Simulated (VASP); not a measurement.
Input of a VASP 6.6.1 run:

File POSCAR:

```
Si
1.0
    0.0000000000      2.7218511865      2.7218511865
    2.7218511865      0.0000000000      2.7218511865
    2.7218511865      2.7218511865      0.0000000000
Si
2
Direct
    0.7500000000      0.7500000000      0.7500000000
    0.5000000000      0.5000000000      0.5000000000
```

File INCAR.step1:

```
  PREC = Accurate
  ENCUT = 520
  ISMEAR = -1
  SIGMA = 0.02
  LREAL = False
  LASPH = True
  NELM = 60
  NBANDS = 11
  GGA = PE
  ALGO = Normal
  EDIFF = 1E-4
  LWAVE = True
  LCHARG = False
```

File INCAR.step2:

```
  PREC = Accurate
  ENCUT = 520
  EDIFF = 1E-8
  ISMEAR = -1
  SIGMA = 0.02
  LREAL = False
  LASPH = True
  NELM = 60
  ALGO = Normal
  ISIF = 2
  LWAVE = False
  LCHARG = False
  METAGGA = R2SCAN
  LMIXTAU = True
  LEFG = True
  NBANDS = 11
  ISTART = 1
```

File KPOINTS:

```
Automatic mesh
0
Gamma
  10 10 10
```

Potentials or basis: VASP PAW PBE potentials, release 64 (Si).

The run is started by

```bash
$ cat potpaw_PBE.64/Si/POTCAR > POTCAR
$ cp INCAR.step1 INCAR
$ mpirun -np 1 vasp_std > vasp.out
$ cp INCAR.step2 INCAR
$ mpirun -np 1 vasp_std > vasp.out
```

(1) Estimate the band gap on the k mesh.

(2) Estimate the pressure.

Answers

(1) 0.79 eV, indirect (least direct gap 2.76 eV).

(2) -0.2 GPa.

Caveat: without QUAD_EFG the Cq values of the log hold for a quadrupole moment of 1 mb, not for the nuclei; the PAW data sets were made with another functional, which shifts forces and pressure a little.
